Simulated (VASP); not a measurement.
Here is a VASP 6.6.1 calculation.

INCAR

```
PREC = Accurate
ENCUT = 1330
EDIFF = 1E-6
ISMEAR = 0
SIGMA = 0.15
LREAL = F
LASPH = T
NELM = 120
ALGO = Normal
ISIF = 2
LWAVE = F
LCHARG = F
GGA = PE
NBANDS = 26
GGA_COMPAT = F
```

Contents of KPOINTS:

```
regular mesh
0
Gamma
  5 5 2
```

File POSCAR:

```
Be2WN3
1.0
    2.8509486036      0.0000000000      0.0000000000
   -1.4254743018      2.4689939156      0.0000000000
    0.0000000000      0.0000000000      7.3148688092
Be W N
2 1 3
Direct
    0.3333333333      0.6666666667      0.1041157176
    0.6666666667      0.3333333333      0.8958842824
    0.0000000000      0.0000000000      0.5000000000
    0.3333333333      0.6666666667      0.6695824899
    0.6666666667      0.3333333333      0.3304175101
    0.0000000000      0.0000000000      0.0000000000
```

Potentials or basis: VASP PAW PBE potentials, release 64 (Be, W_sv, N_h).

Run with:

```bash
$ cat potpaw_PBE.64/Be/POTCAR potpaw_PBE.64/W_sv/POTCAR potpaw_PBE.64/N_h/POTCAR > POTCAR
$ mpirun -np 1 vasp_std > vasp.out
```

(1) Predict the band gap on the k mesh.

(2) Predict the pressure.

Results:

(1) zero (an odd number of electrons rules out a gap without spin polarisation).

(2) 0.9 GPa.

Caveat: the k points lie up to 0.51 Å⁻¹ apart, too coarse for converged energies and pressures of a metal; spin-orbit coupling is left out, which moves the levels of the heavy elements.
